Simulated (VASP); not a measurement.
# Ag4BrCl3 (P1) in VASP: single point with PBEsol

Aim: the single point of Ag4BrCl3 with PBEsol.

All numbers are computed with VASP 6.6.1; they aren't measurements. Logs are shortened: lines on timing, memory, paths and dates and some standing lists are left out, and cuts for length are marked.

## 1. The cell of the first run

The typed cell holds 16 atoms: a = 11.036 Å, b = 5.518 Å, c = 5.518 Å, α = 90.00°, β = 90.00°, γ = 90.00°.

## 2. Single point, PBEsol, collinear spin

File INCAR:

```
SYSTEM = Ag4BrCl3
PREC = Accurate
ENCUT = 500
EDIFF = 1E-6
ISMEAR = -1
SIGMA = 0.05
LREAL = .FALSE.
LASPH = .TRUE.
NELM = 200
ALGO = Normal
ISIF = 2
LWAVE = .FALSE.
LCHARG = .FALSE.
ISPIN = 2
MAGMOM = 0.062 0.062 0.062 0.062 0.062 0.062 0.062 0.062 0.062 0.062 0.062 0.062 0.062 0.062 0.062 0.062
LORBIT = 11
LMAXMIX = 4
GGA = PS
NBANDS = 90
GGA_COMPAT = .FALSE.
```

File KPOINTS:

```
Automatic mesh
0
Gamma
  2 2 2
  0.5 0.5 0.5
```

File POSCAR:

```
Ag4BrCl3
1.0
   11.0362910000      0.0000000000      0.0000000000
    0.0000000000      5.5181450000      0.0000000000
    0.0000000000      0.0000000000      5.5181450000
Cl Br Ag
6 2 8
Direct
    0.2514270000      0.9980500000      0.0001720000
    0.7511420000      0.9975270000      0.0020930000
    0.9949070000      0.5024640000      0.9803120000
    0.9989120000      0.0078570000      0.5030760000
    0.2549360000      0.5004110000      0.5045130000
    0.7533860000      0.5113670000      0.4956080000
    0.5080440000      0.5000220000      0.9842870000
    0.4993890000      0.9966130000      0.5054010000
    0.0000960000      0.0029770000      0.9924560000
    0.5036500000      0.9932330000      0.9880300000
    0.2529770000      0.5000160000      0.9935270000
    0.7411850000      0.5039340000      0.9972720000
    0.2548160000      0.0035530000      0.4917820000
    0.7496220000      0.0044150000      0.4951970000
    0.0012880000      0.4900080000      0.4958850000
    0.5008070000      0.5026520000      0.4923080000
```

Potentials or basis: VASP PAW PBE potentials, release 64 (Cl, Br, Ag).

The run is started by

```
$ cat potpaw_PBE.64/Cl/POTCAR potpaw_PBE.64/Br/POTCAR potpaw_PBE.64/Ag/POTCAR > POTCAR
$ mpirun -np 1 vasp_std > vasp.out
```

OUTCAR:

```text
SYSTEM = Ag4BrCl3
   PREC = Accurate
   ENCUT = 500
   EDIFF = 1E-6
   ISMEAR = -1
   LREAL = .FALSE.
   LASPH = .TRUE.
   NELM = 200
   ISIF = 2
   ISPIN = 2
   LORBIT = 11
   GGA = PS

 ion  position               nearest neighbor table
   1  0.251  0.998  0.000-  13 2.71  11 2.75  11 2.77   9 2.77  10 2.78  13 2.81
   2  0.751  0.998  0.002-  14 2.72  12 2.73  10 2.73   9 2.75  12 2.80  14 2.80
   3  0.995  0.502  0.980-  15 2.67   9 2.76   9 2.76  12 2.80  15 2.85  11 2.85
   4  0.999  0.008  0.503-  15 2.66   9 2.70  14 2.75   9 2.82  13 2.83  15 2.86
   5  0.255  0.500  0.505-  11 2.70  16 2.71  13 2.74  13 2.78  15 2.80  11 2.82
   6  0.753  0.511  0.496-  14 2.72  15 2.74  12 2.75  12 2.77  16 2.79  14 2.80
[... 8 lines left out ...]
  15  0.001  0.490  0.496-   4 2.66   3 2.67   6 2.74   5 2.80   3 2.85   4 2.86
  16  0.501  0.503  0.492-   5 2.71   7 2.72   8 2.73   6 2.79   8 2.79   7 2.80

  LATTYP: Found a simple tetragonal cell.
 ALAT       =     5.5181450000
 C/A-ratio  =     2.0000001812

  Lattice vectors:

 A1 = (   0.0000000000,   5.5181450000,   0.0000000000)
 A2 = (   0.0000000000,   0.0000000000,   5.5181450000)
 A3 = (  11.0362910000,   0.0000000000,   0.0000000000)

Analysis of symmetry for initial positions (statically):
=====================================================================
 Subroutine PRICEL returns:
 Original cell was already a primitive cell.

 Routine SETGRP: Setting up the symmetry group for a
 simple tetragonal supercell.

 Subroutine GETGRP returns: Found  1 space group operations
 (whereof  1 operations were pure point group operations)
 out of a pool of 16 trial point group operations.

The static configuration has the point symmetry C_1 .

Analysis of symmetry for dynamics (positions and initial velocities):
=====================================================================
 Subroutine PRICEL returns:
 Original cell was already a primitive cell.

 Routine SETGRP: Setting up the symmetry group for a
 simple tetragonal supercell.

 Subroutine GETGRP returns: Found  1 space group operations
 (whereof  1 operations were pure point group operations)
 out of a pool of 16 trial point group operations.

The dynamic configuration has the point symmetry C_1 .

Analysis of structural, dynamic, and magnetic symmetry:
=====================================================================
 Subroutine PRICEL returns:
 Original cell was already a primitive cell.

 Routine SETGRP: Setting up the symmetry group for a
 simple tetragonal supercell.

 Subroutine GETGRP returns: Found  1 space group operations
 (whereof  1 operations were pure point group operations)
 out of a pool of 16 trial point group operations.

The overall configuration has the point symmetry C_1 .

 Subroutine INISYM returns: Found  1 space group operations
 (whereof  1 operations are pure point group operations),
 and found     1 'primitive' translations

----------------------------------------------------------------------------------------

                                     Primitive cell

  volume of cell :     336.0542

  direct lattice vectors                    reciprocal lattice vectors
    11.036291000  0.000000000  0.000000000     0.090610152  0.000000000  0.000000000
     0.000000000  5.518145000  0.000000000     0.000000000  0.181220320  0.000000000
     0.000000000  0.000000000  5.518145000     0.000000000  0.000000000  0.181220320

  length of vectors
    11.036291000  5.518145000  5.518145000     0.090610152  0.181220320  0.181220320

  position of ions in fractional coordinates (direct lattice)
     0.251427000  0.998050000  0.000172000
     0.751142000  0.997527000  0.002093000
     0.994907000  0.502464000  0.980312000
     0.998912000  0.007857000  0.503076000
     0.254936000  0.500411000  0.504513000
     0.753386000  0.511367000  0.495608000
[... 8 lines left out ...]
     0.001288000  0.490008000  0.495885000
     0.500807000  0.502652000  0.492308000

  ion indices of the primitive-cell ions
   primitive index   ion index
                 1           1
                 2           2
                 3           3
                 4           4
                 5           5
                 6           6
[... 8 lines left out ...]
                15          15
                16          16

----------------------------------------------------------------------------------------

 KPOINTS: Automatic mesh
[... 37 lines left out ...]
 SYSTEM =  Ag4BrCl3
   PREC   = accura    normal or accurate (medium, high low for compatibility)
   ISTART =      0    job   : 0-new  1-cont  2-samecut
   ICHARG =      2    charge: 1-file 2-atom 10-const
   ISPIN  =      2    spin polarized calculation?
   LNONCOLLINEAR =      F non collinear calculations
   LSORBIT =      F    spin-orbit coupling
   LASPH  =      T    aspherical Exc in radial PAW
   ENCUT  =  500.0 eV  36.75 Ry    6.06 a.u.  20.12 10.06 10.06*2*pi/ulx,y,z
   NELM   =    200;   NELMIN=  2; NELMDL= -5     # of ELM steps
   EDIFF  = 0.1E-05   stopping-criterion for ELM
   LREAL  =      F    real-space projection
   EDIFFG = 0.1E-04   stopping-criterion for IOM
   NSW    =      0    number of steps for IOM
   IBRION =     -1    ionic relax: 0-MD 1-quasi-New 2-CG
   NFREE  =      0    steps in history (QN), initial steepest desc. (CG)
   ISIF   =      2    stress and relaxation
   ISYM   =      2    0-nonsym 1-usesym 2-fastsym
   POTIM  = 0.5000    time-step for ionic-motion
   TEBEG  =    0.0;   TEEND  =   0.0 temperature during run
   PSTRESS=    0.0 pullay stress
   NELECT =     144.0000    total number of electrons
   NUPDOWN=      -1.0000    fix difference up-down
   EMIN   =  10.00;   EMAX   =-10.00  energy-range for DOS
   EFERMI =   0.00;   METHOD = LEGACY
   ISMEAR =    -1;   SIGMA  =   0.05  broadening in eV -4-tet -1-fermi 0-gaus
   EFERMI_NEDOS =   21; number of points for ismear=-14 and -15
   IALGO  =     38    algorithm
   IMIX   =      4    mixing-type and parameters
     AMIX     =   0.40;   BMIX     =  1.00
     AMIX_MAG =   1.60;   BMIX_MAG =  1.00
  volume/ion in A,a.u.               =      21.00       141.74
  Fermi-wavevector in a.u.,A,eV,Ry     =   1.234220  2.332337 20.725738  1.523299
  Thomas-Fermi vector in A             =   2.368919
   LORBIT       =     11    0 simple, 1 ext, 2 COOP (PROOUT), +10 PAW based schemes
   GGA     = PS    functional components
   LHFCALC =     F    Hartree Fock is set to
   AEXX    =    0.0000 exact exchange contribution
   IVDW    =     0    specifies the selected vdW correction
   LEPSILON=     F    determine dielectric tensor
   LRPA    =     F    only Hartree local field effects (RPA)
 spin polarized calculation
  energy-cutoff  :      500.00
  volume of cell :      336.05
 maximum number of plane-waves:      8539
 NGX is ok and might be reduce to    80
   NGX = 41   NGY = 21   NGZ = 21

 number of electron     143.9999994 magnetization       0.0005038

 number of electron     143.9999994 magnetization      -0.0002871

 Free energy of the ion-electron system (eV)
  ---------------------------------------------------
  ext. energy  EPLUGINS =         0.00000000
  ---------------------------------------------------
  free energy    TOTEN  =       -47.38263130 eV

  energy without entropy =      -47.38263130  energy(sigma->0) =      -47.38263130

 E-fermi :   4.9352     XC(G=0): -10.3943

 val. band max:        3.6949501854   @ k =   0.2500   0.2500   0.2500
 cond. band min:       6.6974960556   @ k =   0.2500   0.2500   0.2500
 fundamental gap:      3.0025458701
 Fermi energy:         4.9351823575

 spin component 1

 k-point     1 :       0.2500    0.2500    0.2500
  band No.  band energies     occupation
      1     -11.1682      1.00000
      2     -10.9206      1.00000
      3     -10.8653      1.00000
      4     -10.7492      1.00000
      5     -10.7077      1.00000
      6     -10.6279      1.00000
[... 337 lines left out ...]
     83      10.1631      0.00000
     84      10.8951      0.00000
 Fermi energy:         4.9351823575

 spin component 2

 k-point     1 :       0.2500    0.2500    0.2500
  band No.  band energies     occupation
      1     -11.1681      1.00000
      2     -10.9206      1.00000
      3     -10.8653      1.00000
      4     -10.7492      1.00000
      5     -10.7076      1.00000
      6     -10.6279      1.00000
[... 337 lines left out ...]
     83      10.1630      0.00000
     84      10.8950      0.00000
 [bands above 84 left out]

------------------------ aborting loop because EDIFF is reached ----------------------------------------

  FORCE on cell =-STRESS in cart. coord.  units (eV):
  Direction    XX          YY          ZZ          XY          YZ          ZX
  --------------------------------------------------------------------------------------
  -------------------------------------------------------------------------------------
  Total       -1.4075364      0.4211772      0.6277140      0.0126428      0.0074982      0.1210005
  in kB       -6.7105923      2.0080109      2.9926989      0.0602761      0.0357485      0.5768838
  external PRESSURE =      -0.5699608 kB  Pullay stress =       0.0000000 kB

 VOLUME and BASIS-vectors are now :
 -----------------------------------------------------------------------------
  energy-cutoff  :      500.00
  volume of cell :      336.05
      direct lattice vectors                 reciprocal lattice vectors
    11.036291000  0.000000000  0.000000000     0.090610152  0.000000000  0.000000000
     0.000000000  5.518145000  0.000000000     0.000000000  0.181220320  0.000000000
     0.000000000  0.000000000  5.518145000     0.000000000  0.000000000  0.181220320

 POSITION                                       TOTAL-FORCE (eV/Angst)
 -----------------------------------------------------------------------------------
      2.77482      5.50738      0.00095        -0.118028      0.028915     -0.014688
      8.28982      5.50450      0.01155         0.128831      0.107034     -0.038717
     10.98008      2.77267      5.40950         0.086901      0.009224      0.237657
     11.02428      0.04336      2.77605         0.107385     -0.147582     -0.146543
      2.81355      2.76134      2.78398        -0.213421      0.020240     -0.151018
      8.31459      2.82180      2.73484         0.047324     -0.109154     -0.026794
[... 8 lines left out ...]
      0.01421      2.70394      2.73637         0.006251      0.138903     -0.119744
      5.52705      2.77371      2.71663         0.067501     -0.113039     -0.171665
 -----------------------------------------------------------------------------------
    total drift:                               -0.000123     -0.001181     -0.000146

  FREE ENERGIE OF THE ION-ELECTRON SYSTEM (eV)
  ---------------------------------------------------
  free  energy   TOTEN  =       -47.3826312976 eV

  energy  without entropy=      -47.3826312976  energy(sigma->0) =      -47.38263130

 total charge

# of ion       s       p       d       tot
------------------------------------------
    1        1.594   3.437   0.000   5.031
    2        1.594   3.441   0.000   5.035
    3        1.593   3.437   0.000   5.029
    4        1.592   3.438   0.000   5.031
    5        1.594   3.438   0.000   5.032
    6        1.594   3.440   0.000   5.034
[... 8 lines left out ...]
   15        0.200   0.154   9.362   9.715
   16        0.237   0.193   9.350   9.779
--------------------------------------------------
tot         14.499  28.353  74.945 117.797

 magnetization (x)

# of ion       s       p       d       tot
------------------------------------------
    1        0.000   0.000   0.000   0.000
    2       -0.000   0.000   0.000   0.000
    3        0.000   0.000   0.000   0.000
    4        0.000   0.000   0.000   0.000
    5        0.000   0.000   0.000   0.000
    6       -0.000   0.000   0.000   0.000
[... 8 lines left out ...]
   15        0.000  -0.000   0.000   0.000
   16        0.000  -0.000   0.000   0.000
--------------------------------------------------
tot          0.000   0.000   0.000   0.000
```

Wall time 3.1 min (1 thread of AMD EPYC 9R14 (Zen 4), shared host); peak memory 0.48 GiB.

What came out:

* Free energy: -47.3826 eV
* Pressure: -0.1 GPa
* Largest force: 0.739 eV/Å
* Band gap on the k mesh: 3.00 eV
* Net moment: 0.00 μB per cell
* Valence electrons inside the program's atomic spheres: Cl 5.03, 5.04 (each value once); Br 4.85, 4.84; Ag 9.71, 9.78, 9.76, 9.73 (each value once)

Forces in eV/Å, atoms in the order of the input:
```
Cl  -0.118  0.029 -0.015
Cl   0.129  0.107 -0.039
Cl   0.087  0.009  0.238
Cl   0.107 -0.148 -0.147
Cl  -0.213  0.020 -0.151
Cl   0.047 -0.109 -0.027
Br  -0.568 -0.161  0.256
Br   0.117  0.149 -0.379
Ag   0.002 -0.016  0.078
Ag  -0.043  0.128  0.310
Ag  -0.207 -0.013  0.079
Ag   0.737 -0.051  0.008
Ag  -0.353 -0.023  0.042
Ag   0.202  0.051  0.038
Ag   0.006  0.139 -0.120
Ag   0.068 -0.113 -0.172
```

Levels at points of the mesh, in eV from the valence-band top:
Spin up:
```
           k point  band 68  band 69  band 70  band 71  band 72  band 73  band 74  band 75  band 76  band 77
(0.25, 0.25, 0.25)    -0.29    -0.27    -0.25    -0.15     0.00     3.00     3.79     3.82     3.88     3.95
```
Spin down:
```tsv
k point	band 69	band 70	band 71	band 72	band 73	band 74	band 75	band 76
(0.25, 0.25, 0.25)	-0.27	-0.25	-0.15	0.00	3.00	3.79	3.82	3.88
```

Caveat: the k points lie up to 0.57 Å⁻¹ apart; the PAW data sets were made with another functional, which shifts forces and pressure a little; a shifted mesh leaves out Γ, where band edges can lie.
